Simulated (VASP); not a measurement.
# Ba (Im-3m) in VASP: notebook

Ba is run at these levels: RPBE; tasks: single point.

Program: VASP 6.6.1. These are calculated values, not measurements. Logs are shortened: lines on timing, memory, paths and dates and some standing lists are left out, and cuts for length are marked.

## (1) The cell of the first run

It takes space group Im-3m (No. 229, cubic). Conventional cell: a = 5.082 Å, b = 5.082 Å, c = 5.082 Å, α = 90.00°, β = 90.00°, γ = 90.00°. Within 5.8 Å of Ba (site symmetry m-3m) lie 14 Ba at 4.40 to 5.08 Å.

## (2) Single point, RPBE (65.61 Å³/atom)

Input file INCAR:

```
PREC = Accurate
ENCUT = 520
EDIFF = 1E-7
ISMEAR = -1
SIGMA = 0.1
LREAL = False
LASPH = True
NELM = 100
ALGO = Normal
ISIF = 2
LWAVE = False
LCHARG = False
GGA = RP
NBANDS = 11
```

Input file KPOINTS:

```
regular mesh
0
Gamma
  14 14 14
```

Input file POSCAR:

```
Ba
1.0
   -2.5408028263      2.5408028263      2.5408028263
    2.5408028263     -2.5408028263      2.5408028263
    2.5408028263      2.5408028263     -2.5408028263
Ba
1
Direct
    0.0000000000      0.0000000000      0.0000000000
```

Potentials or basis: VASP PAW PBE potentials, release 64 (Ba_sv).

The run is started by

```console
$ cat potpaw_PBE.64/Ba_sv/POTCAR > POTCAR
$ mpirun -np 1 vasp_std > vasp.out
```

OUTCAR:

```text
PREC = Accurate
   ENCUT = 520
   EDIFF = 1E-7
   ISMEAR = -1
   LREAL = False
   LASPH = True
   NELM = 100
   ISIF = 2
   GGA = RP

 ion  position               nearest neighbor table
   1  0.000  0.000  0.000-

  LATTYP: Found a body centered cubic cell.
 ALAT       =     5.0816056526

  Lattice vectors:

 A1 = (  -2.5408028263,   2.5408028263,   2.5408028263)
 A2 = (   2.5408028263,  -2.5408028263,   2.5408028263)
 A3 = (   2.5408028263,   2.5408028263,  -2.5408028263)

Analysis of symmetry for initial positions (statically):
=====================================================================
 Subroutine PRICEL returns:
 Original cell was already a primitive cell.

 Routine SETGRP: Setting up the symmetry group for a
 body centered cubic supercell.

 Subroutine GETGRP returns: Found 48 space group operations
 (whereof 48 operations were pure point group operations)
 out of a pool of 48 trial point group operations.

The static configuration has the point symmetry O_h .

Analysis of symmetry for dynamics (positions and initial velocities):
=====================================================================
 Subroutine PRICEL returns:
 Original cell was already a primitive cell.

 Routine SETGRP: Setting up the symmetry group for a
 body centered cubic supercell.

 Subroutine GETGRP returns: Found 48 space group operations
 (whereof 48 operations were pure point group operations)
 out of a pool of 48 trial point group operations.

The dynamic configuration has the point symmetry O_h .

 Subroutine INISYM returns: Found 48 space group operations
 (whereof 48 operations are pure point group operations),
 and found     1 'primitive' translations

----------------------------------------------------------------------------------------

                                     Primitive cell

  volume of cell :      65.6104

  direct lattice vectors                    reciprocal lattice vectors
    -2.540802826  2.540802826  2.540802826     0.000000000  0.196788194  0.196788194
     2.540802826 -2.540802826  2.540802826     0.196788194  0.000000000  0.196788194
     2.540802826  2.540802826 -2.540802826     0.196788194  0.196788194  0.000000000

  length of vectors
     4.400799587  4.400799587  4.400799587     0.278300533  0.278300533  0.278300533

  position of ions in fractional coordinates (direct lattice)
     0.000000000  0.000000000  0.000000000

  ion indices of the primitive-cell ions
   primitive index   ion index
                 1           1

----------------------------------------------------------------------------------------

 KPOINTS: regular mesh

Automatic generation of k-mesh.
 Grid dimensions read from file:
 generate k-points for:   14   14   14

 Generating k-lattice:

  Cartesian coordinates                     Fractional coordinates (reciprocal lattice)
     0.000000000  0.014056300  0.014056300     0.071428571  0.000000000  0.000000000
     0.014056300  0.000000000  0.014056300     0.000000000  0.071428571  0.000000000
     0.014056300  0.014056300  0.000000000     0.000000000  0.000000000  0.071428571

  Length of vectors
     0.019878610  0.019878610  0.019878610

  Shift w.r.t. Gamma in fractional coordinates (k-lattice)
     0.000000000  0.000000000  0.000000000

 Subroutine IBZKPT returns following result:
 ===========================================

 Found    104 irreducible k-points:

 Following reciprocal coordinates:
            Coordinates               Weight
  0.000000  0.000000  0.000000      1.000000
  0.071429  0.000000  0.000000     12.000000
  0.142857  0.000000  0.000000     12.000000
  0.214286  0.000000  0.000000     12.000000
  0.285714  0.000000  0.000000     12.000000
  0.357143  0.000000  0.000000     12.000000
[... 16 lines left out ...]
  0.285714  0.285714  0.000000     24.000000
  0.357143  0.285714 -0.000000     24.000000
 [... further k-points ...]
   k-points           NKPTS =    104   k-points in BZ     NKDIM =    104   number of bands    NBANDS=     11
   number of dos      NEDOS =    301   number of ions     NIONS =      1
   total plane-waves  NPLWV =  46656
   dimension x,y,z NGX =    36 NGY =   36 NGZ =   36
   dimension x,y,z NGXF=    72 NGYF=   72 NGZF=   72
   ions per type =               1
   NGX,Y,Z   is equivalent  to a cutoff of  13.60, 13.60, 13.60 a.u.
   NGXF,Y,Z  is equivalent  to a cutoff of  27.20, 27.20, 27.20 a.u.
 SYSTEM =  unknown system
   PREC   = accura    normal or accurate (medium, high low for compatibility)
   ISTART =      0    job   : 0-new  1-cont  2-samecut
   ICHARG =      2    charge: 1-file 2-atom 10-const
   ISPIN  =      1    spin polarized calculation?
   LNONCOLLINEAR =      F non collinear calculations
   LSORBIT =      F    spin-orbit coupling
   LASPH  =      T    aspherical Exc in radial PAW
   ENCUT  =  520.0 eV  38.22 Ry    6.18 a.u.   8.18  8.18  8.18*2*pi/ulx,y,z
   NELM   =    100;   NELMIN=  2; NELMDL= -5     # of ELM steps
   EDIFF  = 0.1E-06   stopping-criterion for ELM
   LREAL  =      F    real-space projection
   EDIFFG = 0.1E-05   stopping-criterion for IOM
   NSW    =      0    number of steps for IOM
   IBRION =     -1    ionic relax: 0-MD 1-quasi-New 2-CG
   NFREE  =      0    steps in history (QN), initial steepest desc. (CG)
   ISIF   =      2    stress and relaxation
   ISYM   =      2    0-nonsym 1-usesym 2-fastsym
   POTIM  = 0.5000    time-step for ionic-motion
   TEBEG  =    0.0;   TEEND  =   0.0 temperature during run
   PSTRESS=    0.0 pullay stress
   NELECT =      10.0000    total number of electrons
   NUPDOWN=      -1.0000    fix difference up-down
   EMIN   =  10.00;   EMAX   =-10.00  energy-range for DOS
   EFERMI =   0.00;   METHOD = LEGACY
   ISMEAR =    -1;   SIGMA  =   0.10  broadening in eV -4-tet -1-fermi 0-gaus
   EFERMI_NEDOS =   21; number of points for ismear=-14 and -15
   IALGO  =     38    algorithm
   IMIX   =      4    mixing-type and parameters
     AMIX     =   0.40;   BMIX     =  1.00
     AMIX_MAG =   1.60;   BMIX_MAG =  1.00
  volume/ion in A,a.u.               =      65.61       442.76
  Fermi-wavevector in a.u.,A,eV,Ry     =   0.874481  1.652530 10.404614  0.764718
  Thomas-Fermi vector in A             =   1.994018
   LORBIT       =      0    0 simple, 1 ext, 2 COOP (PROOUT), +10 PAW based schemes
   GGA     = RP    functional components
   LHFCALC =     F    Hartree Fock is set to
   AEXX    =    0.0000 exact exchange contribution
   IVDW    =     0    specifies the selected vdW correction
   LEPSILON=     F    determine dielectric tensor
   LRPA    =     F    only Hartree local field effects (RPA)
 non-spin polarized calculation
  energy-cutoff  :      520.00
  volume of cell :       65.61
 maximum number of plane-waves:      1830
 NGX is ok and might be reduce to    36
   NGX = 17   NGY = 17   NGZ = 17

 number of electron      10.0000000 magnetization

 number of electron       9.9999999 magnetization

 Free energy of the ion-electron system (eV)
  ---------------------------------------------------
  ext. energy  EPLUGINS =         0.00000000
  ---------------------------------------------------
  free energy    TOTEN  =        -1.70529056 eV

  energy without entropy =       -1.65985634  energy(sigma->0) =       -1.68257345

 E-fermi :   1.6395     XC(G=0):  -7.1686

 val. band max:        1.6341072041   @ k =  -0.4286   0.4286   0.2857
 cond. band min:       1.6548296677   @ k =   0.3571   0.2857  -0.0000
 fundamental gap:      0.0207224637
 Fermi energy:         1.6394957013

 k-point     1 :       0.0000    0.0000    0.0000
  band No.  band energies     occupation
      1     -27.3651      2.00000
      2     -12.3499      2.00000
      3     -12.3499      2.00000
      4     -12.3499      2.00000
      5      -1.0892      2.00000
      6       3.4486      0.00000
      7       3.4486      0.00000
      8       3.4486      0.00000
      9       4.7625      0.00000
     10       4.7625      0.00000
     11       8.4219      0.00000

 k-point     2 :       0.0714    0.0000    0.0000
  band No.  band energies     occupation
      1     -27.3633      2.00000
      2     -12.3708      2.00000
      3     -12.3564      2.00000
      4     -12.3500      2.00000
      5      -0.9983      2.00000
      6       3.3717      0.00000
      7       3.4086      0.00000
      8       3.5408      0.00000
      9       4.6347      0.00000
     10       4.7565      0.00000
     11       8.5267      0.00000

 k-point     3 :       0.1429    0.0000    0.0000
  band No.  band energies     occupation
      1     -27.3584      2.00000
      2     -12.4286      2.00000
      3     -12.3745      2.00000
      4     -12.3503      2.00000
      5      -0.7373      2.00000
      6       3.1759      0.00000
      7       3.2353      0.00000
      8       3.8141      0.00000
      9       4.4666      0.00000
     10       4.7536      0.00000
     11       8.7670      0.00000

 k-point     4 :       0.2143    0.0000    0.0000
  band No.  band energies     occupation
      1     -27.3512      2.00000
      2     -12.5102      2.00000
      3     -12.4004      2.00000
      4     -12.3508      2.00000
      5      -0.3443      2.00000
      6       2.9257      0.00001
      7       2.9311      0.00000
      8       4.2581      0.00000
      9       4.4792      0.00000
     10       4.7850      0.00000
     11       8.8350      0.00000

 k-point     5 :       0.2857    0.0000    0.0000
  band No.  band energies     occupation
      1     -27.3433      2.00000
      2     -12.5981      2.00000
      3     -12.4289      2.00000
      4     -12.3513      2.00000
      5       0.1081      2.00000
      6       2.6408      0.00009
      7       2.6966      0.00005
      8       4.6130      0.00000
      9       4.8529      0.00000
     10       4.8753      0.00000
     11       8.4152      0.00000
[... 211 lines left out ...]
 k-point    21 :       0.2857    0.2143    0.0000
  band No.  band energies     occupation
      1     -27.3293      2.00000
      2     -12.6789      2.00000
      3     -12.5130      2.00000
      4     -12.3899      2.00000
      5       1.1453      1.98582
      6       2.1354      0.01394
      7       2.4702      0.00049
      8       4.6031      0.00000
      9       5.1850      0.00000
     10       6.4198      0.00000
     11       7.4184      0.00000

 k-point    22 :       0.3571    0.2143    0.0000
  band No.  band energies     occupation
      1     -27.3266      2.00000
      2     -12.6897      2.00000
      3     -12.5389      2.00000
      4     -12.3921      2.00000
      5       1.3214      1.92019
      6       2.2087      0.00672
      7       2.3746      0.00128
      8       4.6581      0.00000
      9       5.2550      0.00000
     10       6.7355      0.00000
     11       7.1222      0.00000

 k-point    23 :       0.2857    0.2857    0.0000
  band No.  band energies     occupation
      1     -27.3262      2.00000
      2     -12.6680      2.00000
      3     -12.5624      2.00000
      4     -12.3970      2.00000
      5       1.5060      1.58330
      6       2.0459      0.03377
      7       2.3485      0.00166
      8       4.7864      0.00000
      9       5.1166      0.00000
     10       6.5857      0.00000
     11       7.2238      0.00000

 k-point    24 :       0.3571    0.2857   -0.0000
  band No.  band energies     occupation
      1     -27.3251      2.00000
      2     -12.6527      2.00000
      3     -12.5920      2.00000
      4     -12.3991      2.00000
      5       1.6548      0.92348
      6       2.1229      0.01579
      7       2.1819      0.00878
      8       4.8798      0.00000
      9       5.1540      0.00000
     10       6.2691      0.00000
     11       7.6077      0.00000

 [... further k-points ...]

------------------------ aborting loop because EDIFF is reached ----------------------------------------

  FORCE on cell =-STRESS in cart. coord.  units (eV):
  Direction    XX          YY          ZZ          XY          YZ          ZX
  --------------------------------------------------------------------------------------
  -------------------------------------------------------------------------------------
  Total        0.1697883      0.1697883      0.1697883      0.0000000      0.0000000     -0.0000000
  in kB        4.1461542      4.1461542      4.1461542      0.0000000      0.0000000     -0.0000000
  external PRESSURE =       4.1461542 kB  Pullay stress =       0.0000000 kB

 VOLUME and BASIS-vectors are now :
 -----------------------------------------------------------------------------
  energy-cutoff  :      520.00
  volume of cell :       65.61
      direct lattice vectors                 reciprocal lattice vectors
    -2.540802826  2.540802826  2.540802826     0.000000000  0.196788194  0.196788194
     2.540802826 -2.540802826  2.540802826     0.196788194  0.000000000  0.196788194
     2.540802826  2.540802826 -2.540802826     0.196788194  0.196788194  0.000000000

 POSITION                                       TOTAL-FORCE (eV/Angst)
 -----------------------------------------------------------------------------------
      0.00000      0.00000      0.00000        -0.000000      0.000000      0.000000
 -----------------------------------------------------------------------------------
    total drift:                               -0.000000      0.000000      0.000000

  FREE ENERGIE OF THE ION-ELECTRON SYSTEM (eV)
  ---------------------------------------------------
  free  energy   TOTEN  =        -1.7052905560 eV

  energy  without entropy=       -1.6598563357  energy(sigma->0) =       -1.68257345
```

It took 1.7 min on 1 thread of Intel Xeon 8259CL, shared host; peak memory 0.25 GiB.

Results:

```
Free energy            : -1.7053 eV
Pressure               : 0.4 GPa
Band gap on the k mesh : zero (bands 5 and 6 overlap by 0.89 eV)
```

Levels at points of the mesh, in eV from the Fermi level:
```tsv
k point	band 1	band 2	band 3	band 4	band 5	band 6	band 7	band 8	band 9	band 10
(0.00, 0.00, 0.00)	-29.00	-13.99	-13.99	-13.99	-2.73	1.81	1.81	1.81	3.12	3.12
(0.50, 0.00, 0.00)	-28.97	-14.39	-14.12	-13.99	-0.86	0.71	1.09	3.10	3.65	5.00
(0.50, 0.50, 0.50)	-28.94	-14.27	-14.27	-14.27	-0.51	-0.51	4.16	4.16	4.16	4.54
```

Caveat: the PAW data sets were made with another functional, which shifts forces and pressure a little; spin-orbit coupling is left out, which moves the levels of the heavy elements.

## (3) Single point, RPBE

This run uses another cell than the first one, of 68.34 Å³/atom.

Input file INCAR:

```
SYSTEM = Ba
  PREC = Accurate
  ENCUT = 520
  EDIFF = 1E-6
  ISMEAR = -1
  SIGMA = 0.1
  LREAL = .False.
  LASPH = .True.
  NELM = 100
  ALGO = Normal
  ISIF = 2
  LWAVE = .False.
  LCHARG = .False.
  GGA = RP
  NBANDS = 11
```

Input file KPOINTS:

```
regular mesh
0
Gamma
  14 14 14
  0 0 0
```

Input file POSCAR:

```
Ba
1.0
   -2.5756126701      2.5756126701      2.5756126701
    2.5756126701     -2.5756126701      2.5756126701
    2.5756126701      2.5756126701     -2.5756126701
Ba
1
Direct
    0.0000000000      0.0000000000      0.0000000000
```

Potentials or basis: VASP PAW PBE potentials, release 64 (Ba_sv).

The run is started by

```console
$ cat potpaw_PBE.64/Ba_sv/POTCAR > POTCAR
$ mpirun -np 1 vasp_std > vasp.out
```

Run time: 99 s. Hardware: 1 thread of Intel Xeon 8259CL, shared host; peak memory 0.25 GiB.

The run converged. Its results:

* Free energy: -1.7094 eV
* Pressure: 0.1 GPa
* Band gap on the k mesh: zero (bands 5 and 6 overlap by 0.80 eV)

Levels at points of the mesh, in eV from the Fermi level:
```
           k point  band 1  band 2  band 3  band 4  band 5  band 6  band 7  band 8  band 9  band 10
(0.00, 0.00, 0.00)  -29.08  -14.08  -14.08  -14.08   -2.71    1.76    1.76    1.76    3.03     3.03
(0.50, 0.00, 0.00)  -29.05  -14.43  -14.20  -14.08   -0.84    0.71    0.98    2.98    3.52     4.80
(0.50, 0.50, 0.50)  -29.03  -14.33  -14.33  -14.33   -0.46   -0.46    3.97    3.97    3.97     4.37
```

Caveat: the PAW data sets were made with another functional, which shifts forces and pressure a little; spin-orbit coupling is left out, which moves the levels of the heavy elements.

## (4) Single point, RPBE (71.08 Å³/atom)

This run uses another cell than the first one, of 71.08 Å³/atom.

Input file INCAR:

```
PREC = Accurate
ENCUT = 520
EDIFF = 1E-7
ISMEAR = -1
SIGMA = 0.1
LREAL = False
LASPH = True
NELM = 80
ALGO = Normal
ISIF = 2
LWAVE = False
LCHARG = False
GGA = RP
NBANDS = 11
```

Input file KPOINTS:

```
regular mesh
0
Gamma
  14 14 14
```

Input file POSCAR:

```
Ba
1.0
   -2.6095061973      2.6095061973      2.6095061973
    2.6095061973     -2.6095061973      2.6095061973
    2.6095061973      2.6095061973     -2.6095061973
Ba
1
Direct
    0.0000000000      0.0000000000      0.0000000000
```

The run is started by

```console
$ cat potpaw_PBE.64/Ba_sv/POTCAR > POTCAR
$ mpirun -np 1 vasp_std > vasp.out
```

Run time: 2.3 min. Hardware: 1 thread of Intel Xeon 8259CL, shared host; peak memory 0.25 GiB.

It converged, with:

```
Free energy            : -1.7081 eV
Pressure               : -0.2 GPa
Band gap on the k mesh : zero (bands 5 and 6 overlap by 0.73 eV)
```

Levels at points of the mesh, in eV from the Fermi level:
| k point | band 1 | band 2 | band 3 | band 4 | band 5 | band 6 | band 7 | band 8 | band 9 | band 10 |
| --- | --- | --- | --- | --- | --- | --- | --- | --- | --- | --- |
| (0.00, 0.00, 0.00) | -29.16 | -14.17 | -14.17 | -14.17 | -2.68 | 1.71 | 1.71 | 1.71 | 2.93 | 2.93 |
| (0.50, 0.00, 0.00) | -29.13 | -14.48 | -14.27 | -14.17 | -0.82 | 0.71 | 0.88 | 2.88 | 3.39 | 4.61 |
| (0.50, 0.50, 0.50) | -29.11 | -14.39 | -14.39 | -14.39 | -0.41 | -0.41 | 3.79 | 3.79 | 3.79 | 4.20 |

Caveat: the PAW data sets were made with another functional, which shifts forces and pressure a little; spin-orbit coupling is left out, which moves the levels of the heavy elements.

(Part 1 of 2 ends here.)
